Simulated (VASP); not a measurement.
A run of VASP 6.6.1 is set up as follows.

INCAR

```
PREC     = Accurate       # precision mode
ENCUT    = 520            # plane-wave cutoff, eV
EDIFF    = 1E-7           # SCF threshold, eV
ISMEAR   = 1              # smearing method
SIGMA    = 0.1            # smearing width, eV
LREAL    = False          # projectors in reciprocal space
LASPH    = True           # aspherical terms in the spheres
NELM     = 80             # most SCF steps
ALGO     = Normal         # electronic algorithm
ISIF     = 2              # what is computed and relaxed
LWAVE    = False          # write WAVECAR
LCHARG   = True           # write CHGCAR
GGA      = RP             # functional
LELF     = True           # ELF
LVHAR    = True         
NBANDS   = 11             # bands
```

The input KPOINTS:

```
regular mesh
0
Gamma
  13 13 13
```

The input POSCAR:

```
Pt
1.0
    0.0000000000      1.9958668370      1.9958668370
    1.9958668370      0.0000000000      1.9958668370
    1.9958668370      1.9958668370      0.0000000000
Pt
1
Direct
    0.0000000000      0.0000000000      0.0000000000
```

Potentials or basis: VASP PAW PBE potentials, release 64 (Pt).

Run with:

```console
$ cat potpaw_PBE.64/Pt/POTCAR > POTCAR
$ mpirun -np 1 vasp_std > vasp.out
```

What does it give for the pressure?

-0.5 GPa.

Estimate the band gap on the k mesh.

zero (band 5 reaches 10.72 eV, above the bottom of band 6 at 8.75 eV).

Caveat: the PAW data sets were made with another functional, which shifts forces and pressure a little; spin-orbit coupling is left out, which moves the levels of the heavy elements.
